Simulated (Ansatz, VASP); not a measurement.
WS2 in VASP and in Ansatz

```
W S
1.0
     1.59387    0.92022    7.47445
    -1.59387    0.92022    7.47445
     0.00000   -1.84045    7.47445
W S
1 2
Cartesian
  0.0000 0.0000 0.0152
  0.0000 0.0000 9.0607
  0.0000 0.0000 5.9186
```

Alike in both runs: task single point; functional PBE; k mesh 12 × 12 × 12; occupations gaussian, width 0.01 eV; no spin polarisation.

|  | VASP | Ansatz |
| --- | --- | --- |
| version | VASP 6.6.1 | Ansatz 0.2.0 |
| potentials or method | VASP PAW PBE potentials, release 64 (W_sv, S), cutoff 520 eV | scalar-relativistic, plane waves, PAW |
| valence electrons in the cell | 26 | 26 |

|  | VASP | Ansatz | Ansatz less VASP |
| --- | --- | --- | --- |
| gap on the k mesh at the Fermi level (eV) | 1.65 | 1.64 | -0.014 |
| least direct gap on the mesh (eV) | 1.81 | 1.81 | -0.003 |
| pressure (GPa) | 0.0 | 0.0 | +0.04 |

With one functional, cell and mesh, what is left measures potentials, basis and numerics.

Spin-orbit coupling is off throughout.
